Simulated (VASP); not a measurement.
# Pt (Fm-3m) in VASP: single point with r2SCAN+rVV10

Aim: the single point of Pt with r2SCAN+rVV10.

Everything below comes from runs of VASP 6.6.1. Logs are shortened: lines on timing, memory, paths and dates and some standing lists are left out, and cuts for length are marked.

### 1 The cell of the first run

It takes space group Fm-3m (No. 225, cubic). The conventional cell has a = 3.925 Å, b = 3.925 Å, c = 3.925 Å, α = 90.00°, β = 90.00°, γ = 90.00°. Pt (site symmetry m-3m) has 12 Pt at 2.78 Å within 3.7 Å.

### 2 Single point, r2SCAN+rVV10

The input, POSCAR:

```
Pt
1.0
    0.0000000000      1.9623920486      1.9623920486
    1.9623920486      0.0000000000      1.9623920486
    1.9623920486      1.9623920486      0.0000000000
Pt
1
Direct
    0.0000000000      0.0000000000      0.0000000000
```

The input, INCAR.step1:

```
SYSTEM = Pt
ALGO = Normal ; EDIFF = 1E-5
ENCUT = 550 ; GGA = PE
GGA_COMPAT = .FALSE. ; ISMEAR = 0
LASPH = .TRUE. ; LCHARG = .FALSE.
LREAL = .FALSE. ; LWAVE = .TRUE.
NBANDS = 11 ; NELM = 120
PREC = Accurate ; SIGMA = 0.1
```

The input, INCAR.step2:

```
SYSTEM = Pt
ALGO = Normal ; BPARAM = 11.95
CPARAM = 0.0093 ; EDIFF = 1E-6
ENCUT = 550 ; GGA_COMPAT = .FALSE.
ISIF = 2 ; ISMEAR = 0
ISTART = 1 ; IVDW_NL = 2
LASPH = .TRUE. ; LCHARG = .TRUE.
LELF = .TRUE. ; LMIXTAU = .TRUE.
LREAL = .FALSE. ; LUSE_VDW = .TRUE.
LVHAR = .TRUE. ; LWAVE = .FALSE.
METAGGA = R2SCAN ; NBANDS = 11
NELM = 120 ; PREC = Accurate
SIGMA = 0.1
```

The input, KPOINTS:

```
k-points
0
G
  18 18 18
  0 0 0
```

Potentials or basis: VASP PAW PBE potentials, release 64 (Pt).

On the command line:

```
$ cat potpaw_PBE.64/Pt/POTCAR > POTCAR
$ cp INCAR.step1 INCAR
$ mpirun -np 1 vasp_std > vasp.out
$ cp INCAR.step2 INCAR
$ mpirun -np 1 vasp_std > vasp.out
```

OUTCAR:

```text
SYSTEM = Pt
   BPARAM = 11.95
   EDIFF = 1E-6
   ENCUT = 550
   ISIF = 2
   ISMEAR = 0
   ISTART = 1
   IVDW_NL = 2
   LASPH = .TRUE.
   LREAL = .FALSE.
   METAGGA = R2SCAN
   NELM = 120
   PREC = Accurate

 ion  position               nearest neighbor table
   1  0.000  0.000  0.000-

  LATTYP: Found a face centered cubic cell.
 ALAT       =     3.9247840972

  Lattice vectors:

 A1 = (   0.0000000000,   1.9623920486,   1.9623920486)
 A2 = (   1.9623920486,   0.0000000000,   1.9623920486)
 A3 = (   1.9623920486,   1.9623920486,   0.0000000000)

Analysis of symmetry for initial positions (statically):
=====================================================================
 Subroutine PRICEL returns:
 Original cell was already a primitive cell.

 Routine SETGRP: Setting up the symmetry group for a
 face centered cubic supercell.

 Subroutine GETGRP returns: Found 48 space group operations
 (whereof 48 operations were pure point group operations)
 out of a pool of 48 trial point group operations.

The static configuration has the point symmetry O_h .

Analysis of symmetry for dynamics (positions and initial velocities):
=====================================================================
 Subroutine PRICEL returns:
 Original cell was already a primitive cell.

 Routine SETGRP: Setting up the symmetry group for a
 face centered cubic supercell.

 Subroutine GETGRP returns: Found 48 space group operations
 (whereof 48 operations were pure point group operations)
 out of a pool of 48 trial point group operations.

The dynamic configuration has the point symmetry O_h .

 Subroutine INISYM returns: Found 48 space group operations
 (whereof 48 operations are pure point group operations),
 and found     1 'primitive' translations

----------------------------------------------------------------------------------------

                                     Primitive cell

  volume of cell :      15.1143

  direct lattice vectors                    reciprocal lattice vectors
     0.000000000  1.962392049  1.962392049    -0.254791085  0.254791085  0.254791085
     1.962392049  0.000000000  1.962392049     0.254791085 -0.254791085  0.254791085
     1.962392049  1.962392049  0.000000000     0.254791085  0.254791085 -0.254791085

  length of vectors
     2.775241450  2.775241450  2.775241450     0.441311105  0.441311105  0.441311105

  position of ions in fractional coordinates (direct lattice)
     0.000000000  0.000000000  0.000000000

  ion indices of the primitive-cell ions
   primitive index   ion index
                 1           1

----------------------------------------------------------------------------------------

 KPOINTS: k-points

Automatic generation of k-mesh.
 Grid dimensions read from file:
 generate k-points for:   18   18   18

 Generating k-lattice:

  Cartesian coordinates                     Fractional coordinates (reciprocal lattice)
    -0.014155060  0.014155060  0.014155060     0.055555556  0.000000000  0.000000000
     0.014155060 -0.014155060  0.014155060     0.000000000  0.055555556  0.000000000
     0.014155060  0.014155060 -0.014155060     0.000000000  0.000000000  0.055555556

  Length of vectors
     0.024517284  0.024517284  0.024517284

  Shift w.r.t. Gamma in fractional coordinates (k-lattice)
     0.000000000  0.000000000  0.000000000

 Subroutine IBZKPT returns following result:
 ===========================================

 Found    195 irreducible k-points:

 Following reciprocal coordinates:
            Coordinates               Weight
  0.000000  0.000000  0.000000      1.000000
  0.055556  0.000000  0.000000      8.000000
  0.111111  0.000000  0.000000      8.000000
  0.166667  0.000000  0.000000      8.000000
  0.222222  0.000000  0.000000      8.000000
  0.277778  0.000000  0.000000      8.000000
[... 16 lines left out ...]
 -0.277778  0.055556  0.000000     24.000000
 -0.222222  0.055556  0.000000     24.000000
 [... further k-points ...]
   k-points           NKPTS =    195   k-points in BZ     NKDIM =    195   number of bands    NBANDS=     11
   number of dos      NEDOS =    301   number of ions     NIONS =      1
   total plane-waves  NPLWV =  13824
   dimension x,y,z NGX =    24 NGY =   24 NGZ =   24
   dimension x,y,z NGXF=    48 NGYF=   48 NGZF=   48
   ions per type =               1
   NGX,Y,Z   is equivalent  to a cutoff of  14.38, 14.38, 14.38 a.u.
   NGXF,Y,Z  is equivalent  to a cutoff of  28.75, 28.75, 28.75 a.u.
 SYSTEM =  Pt
   PREC   = accura    normal or accurate (medium, high low for compatibility)
   ISTART =      1    job   : 0-new  1-cont  2-samecut
   ICHARG =      0    charge: 1-file 2-atom 10-const
   ISPIN  =      1    spin polarized calculation?
   LNONCOLLINEAR =      F non collinear calculations
   LSORBIT =      F    spin-orbit coupling
   LASPH  =      T    aspherical Exc in radial PAW
   ENCUT  =  550.0 eV  40.42 Ry    6.36 a.u.   5.31  5.31  5.31*2*pi/ulx,y,z
   NELM   =    120;   NELMIN=  2; NELMDL=  0     # of ELM steps
   EDIFF  = 0.1E-05   stopping-criterion for ELM
   LREAL  =      F    real-space projection
   EDIFFG = 0.1E-04   stopping-criterion for IOM
   NSW    =      0    number of steps for IOM
   IBRION =     -1    ionic relax: 0-MD 1-quasi-New 2-CG
   NFREE  =      0    steps in history (QN), initial steepest desc. (CG)
   ISIF   =      2    stress and relaxation
   ISYM   =      2    0-nonsym 1-usesym 2-fastsym
   POTIM  = 0.5000    time-step for ionic-motion
   TEBEG  =    0.0;   TEEND  =   0.0 temperature during run
   PSTRESS=    0.0 pullay stress
   NELECT =      10.0000    total number of electrons
   NUPDOWN=      -1.0000    fix difference up-down
   EMIN   =  10.00;   EMAX   =-10.00  energy-range for DOS
   EFERMI =   0.00;   METHOD = LEGACY
   ISMEAR =     0;   SIGMA  =   0.10  broadening in eV -4-tet -1-fermi 0-gaus
   EFERMI_NEDOS =   21; number of points for ismear=-14 and -15
   IALGO  =     38    algorithm
   IMIX   =      4    mixing-type and parameters
     AMIX     =   0.40;   BMIX     =  1.00
     AMIX_MAG =   1.60;   BMIX_MAG =  1.00
  volume/ion in A,a.u.               =      15.11       102.00
  Fermi-wavevector in a.u.,A,eV,Ry     =   1.426524  2.695739 27.687454  2.034970
  Thomas-Fermi vector in A             =   2.546792
   LORBIT       =      0    0 simple, 1 ext, 2 COOP (PROOUT), +10 PAW based schemes
   METAGGA = R2SCAN    functional components
   LHFCALC =     F    Hartree Fock is set to
   AEXX    =    0.0000 exact exchange contribution
   IVDW_NL    =     2    kernel type
   BPARAM     =11.9500
   IVDW    =     0    specifies the selected vdW correction
   LEPSILON=     F    determine dielectric tensor
   LRPA    =     F    only Hartree local field effects (RPA)
 non-spin polarized calculation
 Gauss-broadening in eV      SIGMA  =   0.10
  energy-cutoff  :      550.00
  volume of cell :       15.11
 maximum number of plane-waves:       459
 NGX is ok and might be reduce to    24
   NGX = 11   NGY = 11   NGZ = 11

 number of electron      10.0000000 magnetization

 Free energy of the ion-electron system (eV)
  ---------------------------------------------------
  ext. energy  EPLUGINS =         0.00000000
  ---------------------------------------------------
  free energy    TOTEN  =       -51.34818221 eV

  energy without entropy =      -51.33800908  energy(sigma->0) =      -51.34309565

 E-fermi :  10.9723     XC(G=0): -14.6454

 val. band max:       10.9541329822   @ k =  -0.4444   0.2778   0.0000
 cond. band min:      10.9723633290   @ k =   0.4444   0.1111   0.0000
 fundamental gap:      0.0182303468
 Fermi energy:        10.9722669609

 k-point     1 :       0.0000    0.0000    0.0000
  band No.  band energies     occupation
      1       0.4727      2.00000
      2       7.0634      2.00000
      3       7.0634      2.00000
      4       7.0634      2.00000
      5       9.2250      2.00000
      6       9.2250      2.00000
      7      26.4346      0.00000
      8      31.5910      0.00000
      9      31.5910      0.00000
     10      31.5910      0.00000
     11      37.4448      0.00000

 k-point     2 :       0.0556    0.0000    0.0000
  band No.  band energies     occupation
      1       0.6022      2.00000
      2       7.0055      2.00000
      3       7.1152      2.00000
      4       7.1152      2.00000
      5       9.1964      2.00000
      6       9.1964      2.00000
      7      26.6343      0.00000
      8      30.9197      0.00000
      9      31.7869      0.00000
     10      31.7869      0.00000
     11      38.1764      0.00000

 k-point     3 :       0.1111    0.0000    0.0000
  band No.  band energies     occupation
      1       0.9788      2.00000
      2       6.8571      2.00000
      3       7.2501      2.00000
      4       7.2501      2.00000
      5       9.1361      2.00000
      6       9.1361      2.00000
      7      27.1760      0.00000
      8      29.4823      0.00000
      9      32.3559      0.00000
     10      32.3559      0.00000
     11      38.8223      0.00000

 k-point     4 :       0.1667    0.0000    0.0000
  band No.  band energies     occupation
      1       1.5602      2.00000
      2       6.6934      2.00000
      3       7.3991      2.00000
      4       7.3991      2.00000
      5       9.1252      2.00000
      6       9.1252      2.00000
      7      27.7195      0.00000
      8      27.9517      0.00000
      9      33.2372      0.00000
     10      33.2372      0.00000
     11      37.1133      0.00000
[... 239 lines left out ...]
 k-point    22 :      -0.3333    0.0556    0.0000
  band No.  band energies     occupation
      1       3.4318      2.00000
      2       7.1388      2.00000
      3       7.2514      2.00000
      4       7.7884      2.00000
      5       9.9818      2.00000
      6      10.7559      1.99779
      7      21.1573      0.00000
      8      27.1841      0.00000
      9      31.5382      0.00000
     10      33.6020      0.00000
     11      36.9613      0.00000

 k-point    23 :      -0.2778    0.0556    0.0000
  band No.  band energies     occupation
      1       3.1485      2.00000
      2       6.9248      2.00000
      3       7.3392      2.00000
      4       7.4068      2.00000
      5       9.4651      2.00000
      6      10.2222      2.00000
      7      23.3518      0.00000
      8      27.8875      0.00000
      9      32.4818      0.00000
     10      35.3297      0.00000
     11      35.4642      0.00000

 k-point    24 :      -0.2222    0.0556    0.0000
  band No.  band energies     occupation
      1       2.5879      2.00000
      2       6.5688      2.00000
      3       7.4555      2.00000
      4       7.5237      2.00000
      5       9.0502      2.00000
      6       9.7545      2.00000
      7      25.4176      0.00000
      8      28.3828      0.00000
      9      33.0118      0.00000
     10      34.5955      0.00000
     11      35.8141      0.00000

 [... further k-points ...]

------------------------ aborting loop because EDIFF is reached ----------------------------------------

  FORCE on cell =-STRESS in cart. coord.  units (eV):
  Direction    XX          YY          ZZ          XY          YZ          ZX
  --------------------------------------------------------------------------------------
  -------------------------------------------------------------------------------------
  Total        0.2008188      0.2008188      0.2008188      0.0000000      0.0000000     -0.0000000
  in kB       21.2876475     21.2876475     21.2876475      0.0000000      0.0000000     -0.0000000
  external PRESSURE =      21.2876475 kB  Pullay stress =       0.0000000 kB

 VOLUME and BASIS-vectors are now :
 -----------------------------------------------------------------------------
  energy-cutoff  :      550.00
  volume of cell :       15.11
      direct lattice vectors                 reciprocal lattice vectors
     0.000000000  1.962392049  1.962392049    -0.254791085  0.254791085  0.254791085
     1.962392049  0.000000000  1.962392049     0.254791085 -0.254791085  0.254791085
     1.962392049  1.962392049  0.000000000     0.254791085  0.254791085 -0.254791085

 POSITION                                       TOTAL-FORCE (eV/Angst)
 -----------------------------------------------------------------------------------
      0.00000      0.00000      0.00000         0.000000      0.000000      0.000000
 -----------------------------------------------------------------------------------
    total drift:                                0.000000      0.000000     -0.000000

  FREE ENERGIE OF THE ION-ELECTRON SYSTEM (eV)
  ---------------------------------------------------
  free  energy   TOTEN  =       -51.3481822135 eV

  energy  without entropy=      -51.3380090821  energy(sigma->0) =      -51.34309565
```

Wall time 51 s (1 thread of Intel Xeon 6975P-C (Granite Rapids), shared host); peak memory 0.23 GiB.

Results:

| Property | Result |
| --- | --- |
| Free energy | -51.3482 eV |
| Pressure | 2.1 GPa |
| Band gap on the k mesh | zero (band 5 reaches 11.50 eV, above the bottom of band 6 at 9.13 eV) |

Levels at points of the mesh, in eV from the Fermi level:
```tsv
k point	band 2	band 3	band 4	band 5	band 6	band 7	band 8	band 9
(0.00, 0.00, 0.00)	-3.91	-3.91	-3.91	-1.75	-1.75	15.46	20.62	20.62
(0.50, 0.00, 0.00)	-4.01	-4.01	-0.33	0.02	0.02	6.13	15.10	19.92
(0.50, 0.50, 0.00)	-6.85	-0.06	0.52	0.52	1.92	9.31	11.99	11.99
```

Caveat: the PAW data sets were made with another functional, which shifts forces and pressure a little; spin-orbit coupling is left out, which moves the levels of the heavy elements.
